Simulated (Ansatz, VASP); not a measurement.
## Ta4O in VASP and in Ansatz

```
Ta O
1.0
     0.05694   -3.22821   -0.00664
    -6.44856    0.11387    0.14157
     0.16087   -0.01508   -7.35146
Ta O
8 2
Cartesian
  -3.2907 -3.2936 -3.6249
  0.1352 0.0226 -3.4754
  -4.8443 -1.5443 -1.5258
  -1.2657 -1.6868 -1.4882
  -4.7410 -1.6067 -5.6057
  -1.5444 -1.5105 -5.7789
  -6.3497 -2.9683 0.1332
  -3.2242 -3.2809 -0.0203
  -4.8369 -1.5136 -3.7150
  -1.2960 -1.4782 -3.6368
```

Change from the starting cell: cell x2, atoms moved at random (sigma 0.15 Å) and cell strained at random (1.5 %), then relaxed without symmetry.

Alike in both runs: task relaxation of cell and atoms; functional PBE; k mesh 6 × 4 × 4; occupations gaussian, width 0.2 eV; no spin polarisation.

|  | VASP | Ansatz |
| --- | --- | --- |
| version | VASP 6.6.1 | Ansatz 0.2.0 |
| potentials or method | VASP PAW PBE potentials, release 64 (Ta_pv, O), cutoff 600 eV | scalar-relativistic, plane waves, PAW |
| valence electrons in the cell | 100 | 116 |

```tsv
	VASP	Ansatz	Ansatz less VASP
gap on the k mesh at the Fermi level, each at its own relaxed structure (eV)	none	none	-
relaxed volume (Å³/atom)	15.70	15.68	-0.018
relaxed cell length with the largest relative difference (Å)	7.398	7.393	-0.0053
```

A gap of «none» marks a metal or a gap that the smearing closes. VASP's potentials hold 100 valence electrons a cell and Ansatz's 116, so a difference there can come from the potentials and not from the codes.

Neither program's run includes spin-orbit coupling.
